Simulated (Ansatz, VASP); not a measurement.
**Ga2Se in VASP and in Ansatz**

```
Ga Se
1.0
     0.00000    3.45360    3.45360
     3.45360    0.00000    3.45360
     3.45360    3.45360    0.00000
Ga Se
2 1
Direct
  0.25000 0.25000 0.25000
  0.75000 0.75000 0.75000
  0.00000 0.00000 0.00000
```

Alike in both runs: functional PBE; k mesh 12 × 12 × 12; occupations gaussian, width 0.1 eV; no spin polarisation.

Ansatz relaxed the structure, and its values are those at the end. VASP's run is a single point on that final structure, the one shown.

```csv
,VASP,Ansatz
version,VASP 6.6.1,Ansatz 0.2.0
potentials or method,"VASP PAW PBE potentials, release 64 (Ga_d, Se), cutoff 520 eV","scalar-relativistic, plane waves, PAW"
valence electrons in the cell,32,42
```

```tsv
	VASP	Ansatz	Ansatz less VASP
gap on the k mesh at the Fermi level (eV)	none	none	-
pressure (GPa)	0.0	0.0	-0.04
```

A gap of «none» marks a metal or a gap that the smearing closes. With one functional, cell and mesh, what is left measures potentials, basis and numerics. VASP's potentials hold 32 valence electrons a cell and Ansatz's 42, so a difference there can come from the potentials and not from the codes.
